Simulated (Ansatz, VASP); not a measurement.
**PbSe in VASP and in Ansatz**

```xyz
2
Lattice="0.0628 3.0683 3.0683 3.0683 0.0628 3.0683 3.0683 3.0683 0.0628" Properties=species:S:1:pos:R:3 pbc="T T T"
Pb    0.0000    0.0000    0.0000
Se    3.0997    3.0997    3.0997
```

Change from the starting cell: strained cell.

Alike in both runs: task relaxation of the atoms; functional PBEsol; k mesh 9 × 9 × 9; occupations gaussian, width 0.01 eV; no spin polarisation.

|  | VASP | Ansatz |
| --- | --- | --- |
| version | VASP 6.6.1 | Ansatz 0.2.0 |
| potentials or method | VASP PAW PBE potentials, release 64 (Pb_d, Se), cutoff 450 eV | scalar-relativistic, plane waves, PAW |
| valence electrons in the cell | 20 | 30 |

|  | VASP | Ansatz | Ansatz less VASP |
| --- | --- | --- | --- |
| gap on the k mesh at the Fermi level, each at its own relaxed structure (eV) | 0.44 | 0.44 | +0.002 |

VASP's potentials were made for PBE, not for PBEsol, and Ansatz warns of the same on its side. VASP's potentials hold 20 valence electrons a cell and Ansatz's 30, so a difference there can come from the potentials and not from the codes. Ansatz's warnings: stress scf threshold loose.

Neither program's run includes spin-orbit coupling. Noted on VASP's run: the relaxation stopped at its first step, so nothing moved.
